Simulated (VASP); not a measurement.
A run of VASP 6.6.1 is set up as follows.

The input INCAR:

```
SYSTEM = C
  ALGO = Normal
  EDIFF = 1E-6
  EDIFFG = -0.01
  ENCUT = 600
  GGA = PE
  IBRION = 2
  ISIF = 3
  ISMEAR = 0
  LASPH = .True.
  LCHARG = .False.
  LREAL = .False.
  LWAVE = .False.
  NELM = 100
  NSW = 100
  PREC = Accurate
  SIGMA = 0.1
```

Contents of KPOINTS:

```
k-points
0
Gamma
  14 14 12
  0 0 0
```

The input POSCAR:

```
C
1.0
    3.4453514697      0.0000000000      0.0000000000
    0.0000000000      3.4453514697      0.0000000000
    0.0000000000      0.0000000000      3.6965945146
C
4
Direct
    0.0000000000      0.2999835549      0.0000000000
    0.7000164451      0.0000000000      0.0000000000
    0.2999835549      0.0000000000      0.0000000000
    0.0000000000      0.7000164451      0.0000000000
```

Potentials or basis: VASP PAW PBE potentials, release 64 (C).

Command:

```sh
$ cat potpaw_PBE.64/C/POTCAR > POTCAR
$ mpirun -np 1 vasp_std > vasp.out
```

Q: Predict the band gap on the k mesh.

A: Zero (bands 8 and 9 overlap by 4.41 eV).

Q: Estimate the space group after relaxing (to 0.1 Å).

A: P4/mmm (No. 123).

Q: Predict the relaxed cell.

A: a = 3.445 Å, b = 3.445 Å, c = 4.199 Å, α = 90.00°, β = 90.00°, γ = 90.00°.

The path:
```tsv
step	energy change (eV)	largest force (eV/Å)	pressure (GPa)	volume (Å³)
1	0.0000	0.3345	0.11	43.88
2	0.0464	1.8056	0.57	43.93
3	-0.0018	0.0061	0.10	43.89
4	-0.0021	0.0046	0.38	43.93
5	-0.0023	0.0024	0.99	44.01
6	-0.0024	0.0020	0.99	44.03
7	-0.0026	0.0014	0.98	44.08
8	-0.0029	0.0002	0.95	44.18
9	-0.0036	0.0021	0.92	44.38
10	-0.0049	0.0060	0.84	44.77
11	-0.0071	0.0106	0.67	45.57
12	-0.0105	0.0090	0.37	47.17
13	-0.0130	0.0313	-0.19	50.38
14	-0.0130	0.0214	-0.10	49.83
15	-0.0124	0.1962	0.40	49.97
16	-0.0131	0.0070	-0.03	49.84
```

Caveat: this functional lacks dispersion, which binds layers or chains, so the pressure and a relaxed spacing across them are unreliable.
